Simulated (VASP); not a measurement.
# SiC in VASP: single point with PBE

Aim: the single point of SiC with PBE.

All numbers are computed with VASP 6.6.1; they aren't measurements. Logs are shortened: lines on timing, memory, paths and dates and some standing lists are left out, and cuts for length are marked.

### 1 The cell of the first run

The cell holds a slab with vacuum, 8 atoms: a = 3.092 Å, b = 5.074 Å, c = 17.570 Å, α = 90.00°, β = 90.00°, γ = 90.00°.

### 2 Single point, PBE

Input file INCAR:

```
SYSTEM = SiC
  PREC = Accurate
  ENCUT = 520
  EDIFF = 1E-7
  ISMEAR = 0
  SIGMA = 0.05
  LREAL = .False.
  LASPH = .True.
  NELM = 100
  ALGO = Normal
  ISIF = 2
  LWAVE = .False.
  LCHARG = .False.
  LDIPOL = .True.
  IDIPOL = 3
  DIPOL = 0.5 0.5 0.499
  GGA = PE
  NBANDS = 26
```

Input file KPOINTS:

```
Automatic mesh
0
Gamma
  9 5 1
  0 0 0
```

Input file POSCAR:

```
SiC
1.0
    3.0920147208      0.0000000000      0.0000000000
    0.0000000000      5.0738209075      0.0000000000
    0.0000000000      0.0000000000     17.5703510627
Si C
4 4
Direct
    0.0000000000      0.9954360492      0.3983984142
    0.5000000000      0.4954360492      0.4491992071
    0.5000000000      0.9936728878      0.5556441016
    0.0000000000      0.4650509809      0.5867526515
    0.0000000000      0.6195639508      0.3983984142
    0.5000000000      0.1195639508      0.4491992071
    0.5000000000      0.6250368238      0.5560465949
    0.0000000000      0.1238203066      0.5958153735
```

Potentials or basis: VASP PAW PBE potentials, release 64 (Si, C).

Command:

```bash
> cat potpaw_PBE.64/Si/POTCAR potpaw_PBE.64/C/POTCAR > POTCAR
> mpirun -np 1 vasp_std > vasp.out
```

OUTCAR:

```text
SYSTEM = SiC
   PREC = Accurate
   ENCUT = 520
   EDIFF = 1E-7
   ISMEAR = 0
   LREAL = .False.
   LASPH = .True.
   NELM = 100
   ISIF = 2
   GGA = PE

 ion  position               nearest neighbor table
   1  0.000  0.995  0.398-   6 1.89   6 1.89   5 1.91   2 3.10   2 3.10   2 3.10   2 3.10
   2  0.500  0.495  0.449-   5 1.89   5 1.89   6 1.91   7 1.99   4 2.87   4 2.87   1 3.10   1 3.10
                             1 3.10   1 3.10   3 3.14
   3  0.500  0.994  0.556-   8 1.82   8 1.82   7 1.87   6 1.98   4 2.90   4 2.90   4 3.14   4 3.14
                             2 3.14
   4  0.000  0.465  0.587-   8 1.74   7 1.83   7 1.83   2 2.87   2 2.87   3 2.90   3 2.90   3 3.14
                             3 3.14
   5  0.000  0.620  0.398-   2 1.89   2 1.89   1 1.91
   6  0.500  0.120  0.449-   1 1.89   1 1.89   2 1.91   3 1.98
   7  0.500  0.625  0.556-   4 1.83   4 1.83   3 1.87   2 1.99
   8  0.000  0.124  0.596-   4 1.74   3 1.82   3 1.82

  LATTYP: Found a simple orthorhombic cell.
 ALAT       =     3.0920147208
 B/A-ratio  =     1.6409433220
 C/A-ratio  =     5.6824926947

  Lattice vectors:

 A1 = (   3.0920147208,   0.0000000000,   0.0000000000)
 A2 = (   0.0000000000,   5.0738209075,   0.0000000000)
 A3 = (   0.0000000000,   0.0000000000,  17.5703510627)

Analysis of symmetry for initial positions (statically):
=====================================================================
 Subroutine PRICEL returns:
 Original cell was already a primitive cell.

 Routine SETGRP: Setting up the symmetry group for a
 simple orthorhombic supercell.

 Subroutine GETGRP returns: Found  2 space group operations
 (whereof  2 operations were pure point group operations)
 out of a pool of  8 trial point group operations.

The static configuration has the point symmetry C_1h.

Analysis of symmetry for dynamics (positions and initial velocities):
=====================================================================
 Subroutine PRICEL returns:
 Original cell was already a primitive cell.

 Routine SETGRP: Setting up the symmetry group for a
 simple orthorhombic supercell.

 Subroutine GETGRP returns: Found  2 space group operations
 (whereof  2 operations were pure point group operations)
 out of a pool of  8 trial point group operations.

The dynamic configuration has the point symmetry C_1h.

 Subroutine INISYM returns: Found  2 space group operations
 (whereof  2 operations are pure point group operations),
 and found     1 'primitive' translations

----------------------------------------------------------------------------------------

                                     Primitive cell

  volume of cell :     275.6494

  direct lattice vectors                    reciprocal lattice vectors
     3.092014721  0.000000000  0.000000000     0.323413725  0.000000000  0.000000000
     0.000000000  5.073820908  0.000000000     0.000000000  0.197090126  0.000000000
     0.000000000  0.000000000 17.570351063     0.000000000  0.000000000  0.056914059

  length of vectors
     3.092014721  5.073820908 17.570351063     0.323413725  0.197090126  0.056914059

  position of ions in fractional coordinates (direct lattice)
     0.000000000  0.995436049  0.398398414
     0.500000000  0.495436049  0.449199207
     0.500000000  0.993672888  0.555644102
     0.000000000  0.465050981  0.586752651
     0.000000000  0.619563951  0.398398414
     0.500000000  0.119563951  0.449199207
     0.500000000  0.625036824  0.556046595
     0.000000000  0.123820307  0.595815374

  ion indices of the primitive-cell ions
   primitive index   ion index
                 1           1
                 2           2
                 3           3
                 4           4
                 5           5
                 6           6
                 7           7
                 8           8

----------------------------------------------------------------------------------------

 KPOINTS: Automatic mesh

Automatic generation of k-mesh.
 Grid dimensions read from file:
 generate k-points for:    9    5    1

 Generating k-lattice:

  Cartesian coordinates                     Fractional coordinates (reciprocal lattice)
     0.035934858  0.000000000  0.000000000     0.111111111  0.000000000  0.000000000
     0.000000000  0.039418025  0.000000000     0.000000000  0.200000000  0.000000000
     0.000000000  0.000000000  0.056914059     0.000000000  0.000000000  1.000000000

  Length of vectors
     0.035934858  0.039418025  0.056914059

  Shift w.r.t. Gamma in fractional coordinates (k-lattice)
     0.000000000  0.000000000  0.000000000

 Subroutine IBZKPT returns following result:
 ===========================================

 Found     15 irreducible k-points:

 Following reciprocal coordinates:
            Coordinates               Weight
  0.000000  0.000000  0.000000      1.000000
  0.111111  0.000000  0.000000      2.000000
  0.222222  0.000000  0.000000      2.000000
  0.333333  0.000000  0.000000      2.000000
  0.444444  0.000000  0.000000      2.000000
  0.000000  0.200000  0.000000      2.000000
  0.111111  0.200000  0.000000      4.000000
  0.222222  0.200000  0.000000      4.000000
  0.333333  0.200000  0.000000      4.000000
  0.444444  0.200000  0.000000      4.000000
  0.000000  0.400000  0.000000      2.000000
  0.111111  0.400000  0.000000      4.000000
  0.222222  0.400000  0.000000      4.000000
  0.333333  0.400000  0.000000      4.000000
  0.444444  0.400000  0.000000      4.000000
   k-points           NKPTS =     15   k-points in BZ     NKDIM =     15   number of bands    NBANDS=     26
   number of dos      NEDOS =    301   number of ions     NIONS =      8
   total plane-waves  NPLWV = 134400
   dimension x,y,z NGX =    24 NGY =   40 NGZ =  140
   dimension x,y,z NGXF=    48 NGYF=   80 NGZF=  280
   ions per type =               4   4
   NGX,Y,Z   is equivalent  to a cutoff of  12.90, 13.11, 13.25 a.u.
   NGXF,Y,Z  is equivalent  to a cutoff of  25.81, 26.21, 26.49 a.u.
 SYSTEM =  SiC
   PREC   = accura    normal or accurate (medium, high low for compatibility)
   ISTART =      0    job   : 0-new  1-cont  2-samecut
   ICHARG =      2    charge: 1-file 2-atom 10-const
   ISPIN  =      1    spin polarized calculation?
   LNONCOLLINEAR =      F non collinear calculations
   LSORBIT =      F    spin-orbit coupling
   LASPH  =      T    aspherical Exc in radial PAW
   ENCUT  =  520.0 eV  38.22 Ry    6.18 a.u.   5.75  9.43 32.67*2*pi/ulx,y,z
   NELM   =    100;   NELMIN=  2; NELMDL= -5     # of ELM steps
   EDIFF  = 0.1E-06   stopping-criterion for ELM
   LREAL  =      F    real-space projection
   EDIFFG = 0.1E-05   stopping-criterion for IOM
   NSW    =      0    number of steps for IOM
   IBRION =     -1    ionic relax: 0-MD 1-quasi-New 2-CG
   NFREE  =      0    steps in history (QN), initial steepest desc. (CG)
   ISIF   =      2    stress and relaxation
   ISYM   =      2    0-nonsym 1-usesym 2-fastsym
   POTIM  = 0.5000    time-step for ionic-motion
   TEBEG  =    0.0;   TEEND  =   0.0 temperature during run
   PSTRESS=    0.0 pullay stress
   NELECT =      32.0000    total number of electrons
   NUPDOWN=      -1.0000    fix difference up-down
   EMIN   =  10.00;   EMAX   =-10.00  energy-range for DOS
   EFERMI =   0.00;   METHOD = LEGACY
   ISMEAR =     0;   SIGMA  =   0.05  broadening in eV -4-tet -1-fermi 0-gaus
   EFERMI_NEDOS =   21; number of points for ismear=-14 and -15
   IALGO  =     38    algorithm
   IMIX   =      4    mixing-type and parameters
     AMIX     =   0.40;   BMIX     =  1.00
     AMIX_MAG =   1.60;   BMIX_MAG =  1.00
  volume/ion in A,a.u.               =      34.46       232.52
  Fermi-wavevector in a.u.,A,eV,Ry     =   0.798618  1.509169  8.677670  0.637791
  Thomas-Fermi vector in A             =   1.905564
   LORBIT       =      0    0 simple, 1 ext, 2 COOP (PROOUT), +10 PAW based schemes
   GGA     = PE    functional components
   LHFCALC =     F    Hartree Fock is set to
   AEXX    =    0.0000 exact exchange contribution
   IVDW    =     0    specifies the selected vdW correction
   LEPSILON=     F    determine dielectric tensor
   LRPA    =     F    only Hartree local field effects (RPA)
 non-spin polarized calculation
 Gauss-broadening in eV      SIGMA  =   0.05
  energy-cutoff  :      520.00
  volume of cell :      275.65
 maximum number of plane-waves:      7468
 NGX is ok and might be reduce to    24
   NGX = 11   NGY = 19   NGZ = 65

 dipolmoment           0.000000      0.000000      0.008960 electrons x Angstroem

 number of electron      31.9999997 magnetization

 dipolmoment           0.000000      0.000000     -0.017913 electrons x Angstroem

 Free energy of the ion-electron system (eV)
  ---------------------------------------------------
  ext. energy  EPLUGINS =         0.00000000
  ---------------------------------------------------
  free energy    TOTEN  =       -55.10419406 eV

  energy without entropy =      -55.10419406  energy(sigma->0) =      -55.10419406

 E-fermi :  -0.6948     XC(G=0):  -4.3872

 val. band max:       -0.9073749399   @ k =   0.1111   0.0000   0.0000
 cond. band min:      -0.3472719274   @ k =   0.4444   0.4000   0.0000
 fundamental gap:      0.5601030125
 Fermi energy:        -0.6948181180

 k-point     1 :       0.0000    0.0000    0.0000
  band No.  band energies     occupation
      1     -16.2572      2.00000
      2     -14.2541      2.00000
      3     -12.7186      2.00000
      4     -11.1142      2.00000
      5      -9.5518      2.00000
      6      -8.6161      2.00000
[... 18 lines left out ...]
     25       5.4086      0.00000
     26       5.7563      0.00000

 k-point     2 :       0.1111    0.0000    0.0000
  band No.  band energies     occupation
      1     -16.1014      2.00000
      2     -14.1053      2.00000
      3     -12.5983      2.00000
      4     -11.0477      2.00000
      5      -9.4153      2.00000
      6      -8.4887      2.00000
[... 18 lines left out ...]
     25       5.4395      0.00000
     26       5.7987      0.00000

 k-point     3 :       0.2222    0.0000    0.0000
  band No.  band energies     occupation
      1     -15.6419      2.00000
      2     -13.6689      2.00000
      3     -12.2740      2.00000
      4     -10.9450      2.00000
      5      -9.0392      2.00000
      6      -8.1855      2.00000
[... 18 lines left out ...]
     25       5.7932      0.00000
     26       6.0235      0.00000

 k-point     4 :       0.3333    0.0000    0.0000
  band No.  band energies     occupation
      1     -14.9112      2.00000
      2     -12.9873      2.00000
      3     -11.9724      2.00000
      4     -11.1077      2.00000
      5      -8.6613      2.00000
      6      -8.0381      2.00000
[... 18 lines left out ...]
     25       5.8767      0.00000
     26       6.6283      0.00000
[... 235 lines left out ...]
      1     -14.9630      2.00000
      2     -14.0201      2.00000
      3     -12.9174      2.00000
      4     -12.0604      2.00000
      5      -7.9979      2.00000
      6      -7.2084      2.00000
[... 18 lines left out ...]
     25       5.6136      0.00000
     26       5.9355      0.00000

 k-point    14 :       0.3333    0.4000    0.0000
  band No.  band energies     occupation
      1     -14.2650      2.00000
      2     -13.3723      2.00000
      3     -12.3665      2.00000
      4     -11.5957      2.00000
      5      -8.8772      2.00000
      6      -8.2531      2.00000
[... 18 lines left out ...]
     25       5.7140      0.00000
     26       6.2615      0.00000

 k-point    15 :       0.4444    0.4000    0.0000
  band No.  band energies     occupation
      1     -13.4931      2.00000
      2     -12.6844      2.00000
      3     -12.1762      2.00000
      4     -11.3184      2.00000
      5      -9.3285      2.00000
      6      -9.0668      2.00000
[... 18 lines left out ...]
     25       5.7834      0.00000
     26       6.2834      0.00000

------------------------ aborting loop because EDIFF is reached ----------------------------------------

 vacuum level on the upper side and lower side of the slab       (xc-potential included)        -0.116         0.073

  FORCE on cell =-STRESS in cart. coord.  units (eV):
  Direction    XX          YY          ZZ          XY          YZ          ZX
  --------------------------------------------------------------------------------------
  -------------------------------------------------------------------------------------
  Total        2.5001922     -1.1824625     -3.2974710      0.0000000      0.8400974      0.0000000
  in kB       14.5320491     -6.8729130    -19.1661303      0.0000000      4.8829594      0.0000000
  external PRESSURE =      -3.8356647 kB  Pullay stress =       0.0000000 kB

 VOLUME and BASIS-vectors are now :
 -----------------------------------------------------------------------------
  energy-cutoff  :      520.00
  volume of cell :      275.65
      direct lattice vectors                 reciprocal lattice vectors
     3.092014721  0.000000000  0.000000000     0.323413725  0.000000000  0.000000000
     0.000000000  5.073820908  0.000000000     0.000000000  0.197090126  0.000000000
     0.000000000  0.000000000 17.570351063     0.000000000  0.000000000  0.056914059

 POSITION                                       TOTAL-FORCE (eV/Angst)
 -----------------------------------------------------------------------------------
      0.00000      5.05066      7.00000         0.000000     -2.241909      2.223003
      1.54601      2.51375      7.89259         0.000000      0.728373     -2.564251
      1.54601      5.04172      9.76286         0.000000      0.000920     -0.003923
      0.00000      2.35959     10.30945         0.000000      0.010952     -0.009628
      0.00000      3.14356      7.00000         0.000000      1.280402      1.411300
      1.54601      0.60665      7.89259         0.000000      0.237137     -1.058943
      1.54601      3.17132      9.76993         0.000000      0.008084      0.003388
      0.00000      0.62824     10.46869         0.000000     -0.023959     -0.000946
 -----------------------------------------------------------------------------------
    total drift:                                0.000000      0.000013      0.000129

  FREE ENERGIE OF THE ION-ELECTRON SYSTEM (eV)
  ---------------------------------------------------
  free  energy   TOTEN  =       -55.1041940618 eV

  energy  without entropy=      -55.1041940618  energy(sigma->0) =      -55.10419406

 vacuum level on the upper side and lower side of the slab         3.972         4.158
```

Run time: 1.9 min. Hardware: 1 thread of Intel Xeon 6975P-C (Granite Rapids), shared host; peak memory 0.41 GiB.

Results:

```yaml
Free_energy: -55.1042 eV
Largest_force: 3.157 eV/Å
Band_gap_on_the_k_mesh: 0.56 eV, indirect (least direct gap 0.79 eV)
```

Forces in eV/Å, atoms in the order of the input:
```
Si   0.000 -2.242  2.223
Si   0.000  0.728 -2.564
Si   0.000  0.001 -0.004
Si   0.000  0.011 -0.010
C    0.000  1.280  1.411
C    0.000  0.237 -1.059
C    0.000  0.008  0.003
C    0.000 -0.024 -0.001
```

Levels at points of the mesh, in eV from the valence-band top:
```csv
k point,band 13,band 14,band 15,band 16,band 17,band 18,band 19,band 20
"(0.00, 0.00, 0.00)",-1.54,-1.18,-0.24,-0.08,0.97,2.51,3.18,3.98
```
